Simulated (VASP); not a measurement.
Set up this calculation in VASP 6.6.1, as the native input.

* Task: single point
* Functional: LDA
* Potentials or basis: VASP PAW LDA potentials, release 64 (Ti_sv)
* Cutoff: 500 eV
* k mesh: 15 × 15 × 15
* Occupations: fermi-dirac, width 0.05 eV
* Spin: no spin polarisation
* Dipole correction: no
* Further INCAR settings: ALGO = Normal; EDIFF = 1e-06; NBANDS = 12

The structure of Ti lies in POSCAR:

```
Ti
1.0
    0.0000000000      2.0698140295      2.0698140295
    2.0698140295      0.0000000000      2.0698140295
    2.0698140295      2.0698140295      0.0000000000
Ti
1
Direct
    0.0000000000      0.0000000000      0.0000000000
```

This cell differs from its parent crystal: volume scaled by 1.06.

These files were run (other wordings do the same):

INCAR

```
PREC = Accurate
ENCUT = 500
EDIFF = 1E-6
ISMEAR = -1
SIGMA = 0.05
LREAL = False
LASPH = True
NELM = 120
ALGO = Normal
ISIF = 2
LWAVE = False
LCHARG = False
GGA = CA
NBANDS = 12
GGA_COMPAT = False
```

KPOINTS

```
Automatic mesh
0
Gamma
  15 15 15
```

Potentials or basis: VASP PAW LDA potentials, release 64 (Ti_sv).

Run with:

```bash
$ cat potpaw_LDA.64/Ti_sv/POTCAR > POTCAR
$ mpirun -np 1 vasp_std > vasp.out
```

Results of the run:

```yaml
Pressure: -10.5 GPa
Band_gap_on_the_k_mesh: zero (band 6 reaches 8.59 eV, above the bottom of band 7 at 7.49 eV)
```

Wall time 8.4 s on 1 thread of Intel(R) Xeon(R) 6975P-C (Granite Rapids) (shared host), peak memory 0.14 GiB.
